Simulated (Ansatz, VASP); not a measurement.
## KNaF2: VASP beside Ansatz

```
Na K F
1.0
     1.78318    1.02952    5.90503
    -1.78318    1.02952    5.90503
     0.00000   -2.05904    5.90503
Na K F
1 1 2
Cartesian
  1.7832 1.0295 5.9050
  0.0000 0.0000 8.8575
  0.0000 0.0000 4.6061
  0.0000 0.0000 13.1090
```

Alike in both runs: task single point; functional PBE; k mesh 8 × 8 × 8; no spin polarisation.

|  | VASP | Ansatz |
| --- | --- | --- |
| version | VASP 6.6.1 | Ansatz 0.2.0 |
| potentials or method | VASP PAW PBE potentials, release 64 (Na_pv, K_sv, F) | plane waves, PAW |
| plane-wave cutoff (eV) | 520 | 420 |
| occupations | gaussian, width 0.01 eV | fixed |
| valence electrons in the cell | 30 | 32 |

Ansatz gave:

- gap on the k mesh at the Fermi level (eV): 5.94
- pressure (GPa): 0.0
- rms of the force components (eV/Å): 0.000

Q: Which values does VASP return?

A: gap on the k mesh at the Fermi level (eV): 5.92; pressure (GPa): 0.0; rms of the force components (eV/Å): 0.007.

Atom by atom the forces differ by 0.007 eV/Å (rms over components). VASP's potentials hold 30 valence electrons a cell and Ansatz's 32, so a difference there can come from the potentials and not from the codes.
